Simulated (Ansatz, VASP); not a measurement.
**One calculation of SbMo, two programs**

```
Mo Sb
1.0
     0.00000    3.06495    3.06495
     3.06495    0.00000    3.06495
     3.06495    3.06495    0.00000
Mo Sb
1 1
Direct
  0.00000 0.00000 0.00000
  0.25000 0.25000 0.25000
```

Alike in both runs: task single point; functional PBE; k mesh 10 × 10 × 10; occupations fermi-dirac, width 0.08 eV; non-collinear spin, spin-orbit coupling.

|  | VASP | Ansatz |
| --- | --- | --- |
| version | VASP 6.6.1 | Ansatz 0.2.0 |
| potentials or method | VASP PAW PBE potentials, release 64 (Mo_sv, Sb), cutoff 520 eV | all-electron LAPW |

```csv
,VASP,Ansatz,Ansatz less VASP
pressure (GPa),0.0,0.0,0.00
```

Ansatz ran all-electron here, and VASP with PAW potentials.
